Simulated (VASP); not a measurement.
Set up this calculation in VASP 6.6.1, as the native input.

```yaml
Task: single point
Functional: PBEsol
Potentials_or_basis: VASP PAW PBE potentials, release 64 (Te)
Cutoff: 520 eV
k_mesh: 15 × 15 × 15
Occupations: gaussian, width 0.15 eV
Spin: no spin polarisation
Dipole_correction: no
Further_INCAR_settings: ALGO = Normal; EDIFF = 1e-07; NBANDS = 9
```

The structure of Te lies in POSCAR:

```
Te
1.0
    2.3310929032      1.3458571152      1.7445899287
   -2.3310929032      1.3458571152      1.7445899287
    0.0000000000     -2.6917142303      1.7445899288
Te
1
Direct
    0.5000000000      0.5000000000      0.5000000000
```

This cell differs from its parent crystal: volume 32.840 Å^3 an atom, c/a of the conventional cell 1.1226.

These files were run (other wordings do the same):

INCAR

```
PREC = Accurate
ENCUT = 520
EDIFF = 1E-7
ISMEAR = 0
SIGMA = 0.15
LREAL = False
LASPH = True
NELM = 80
ALGO = Normal
ISIF = 2
LWAVE = False
LCHARG = False
GGA = PS
NBANDS = 9
```

KPOINTS

```
regular mesh
0
Gamma
  15 15 15
```

Potentials or basis: VASP PAW PBE potentials, release 64 (Te).

Launch:

```bash
$ cat potpaw_PBE.64/Te/POTCAR > POTCAR
$ mpirun -np 1 vasp_std > vasp.out
```

It gave:

| Item | Value |
| --- | --- |
| Pressure | -2.9 GPa |
| Band gap on the k mesh | zero (band 3 reaches 8.57 eV, above the bottom of band 4 at 3.81 eV) |

Caveat: the PAW data sets were made with another functional, which shifts forces and pressure a little; spin-orbit coupling is left out, which moves the levels of the heavy elements.

It took 19 s on 1 thread of Intel(R) Xeon(R) 6975P-C (Granite Rapids) (shared host), peak memory 0.21 GiB.
